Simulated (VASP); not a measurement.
Here is a VASP 6.6.1 calculation.

File INCAR:

```
SYSTEM = Bi
ALGO = Normal ; EDIFF = 1E-6
ENCUT = 500 ; GGA = PS
GGA_COMPAT = .False. ; ISIF = 2
ISMEAR = 1 ; LASPH = .True.
LCHARG = .False. ; LREAL = .False.
LWAVE = .False. ; NBANDS = 22
NELM = 120 ; PREC = Accurate
SIGMA = 0.05
```

The input KPOINTS:

```
k-points
0
Gamma
  6 6 4
  0 0 0
```

The input POSCAR:

```
Bi
1.0
    3.4466997182      0.0000000000      0.0000000000
   -1.7233498591      2.9849295152      0.0000000000
    0.0000000000      0.0000000000      5.7901924107
Bi
2
Direct
    0.3333333333      0.6666666667      0.2500000000
    0.6666666667      0.3333333333      0.7500000000
```

Potentials or basis: VASP PAW PBE potentials, release 64 (Bi_d).

Launch:

```console
$ cat potpaw_PBE.64/Bi_d/POTCAR > POTCAR
$ mpirun -np 1 vasp_std > vasp.out
```

Estimate the pressure.

-0.1 GPa.

What does it give for the band gap on the k mesh?

Zero (band 15 reaches 12.95 eV, above the bottom of band 16 at 5.38 eV).

Caveat: the PAW data sets were made with another functional, which shifts forces and pressure a little; spin-orbit coupling is left out, which moves the levels of the heavy elements.
